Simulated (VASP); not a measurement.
Input of a VASP 6.6.1 run:

INCAR

```
SYSTEM = Co
ALGO = Normal
EDIFF = 1E-6
ENCUT = 520
ISIF = 2
ISMEAR = -1
ISPIN = 2
LASPH = .True.
LCHARG = .True.
LELF = .True.
LMAXMIX = 4
LORBIT = 11
LREAL = .False.
LVHAR = .True.
LWAVE = .False.
MAGMOM = 2 2
NBANDS = 20
NELM = 150
PREC = Accurate
SIGMA = 0.05
```

Contents of KPOINTS:

```
k-points
0
Gamma
  12 12 7
  0 0 0
```

File POSCAR:

```
Co
1.0
    2.4215367659      0.0000000000      0.0000000000
   -1.2107683830      2.0971123555      0.0000000000
    0.0000000000      0.0000000000      3.9390568819
Co
2
Direct
    0.6666666667      0.3333333333      0.7500000000
    0.3333333333      0.6666666667      0.2500000000
```

Potentials or basis: VASP PAW LDA potentials, release 64 (Co).

Launch:

```bash
$ cat potpaw_LDA.64/Co/POTCAR > POTCAR
$ mpirun -np 1 vasp_std > vasp.out
```

**Question.** Predict the pressure.

**Answer.** -1.1 GPa.

**Question.** Estimate the site moments.

**Answer.** Co +1.47 μB.

**Question.** What does it give for the net moment?

**Answer.** 2.96 μB per cell.

Stress tensor (GPa, compression positive):
```
-0.11  0.00  0.00
 0.00 -0.11  0.00
 0.00  0.00 -3.11
```
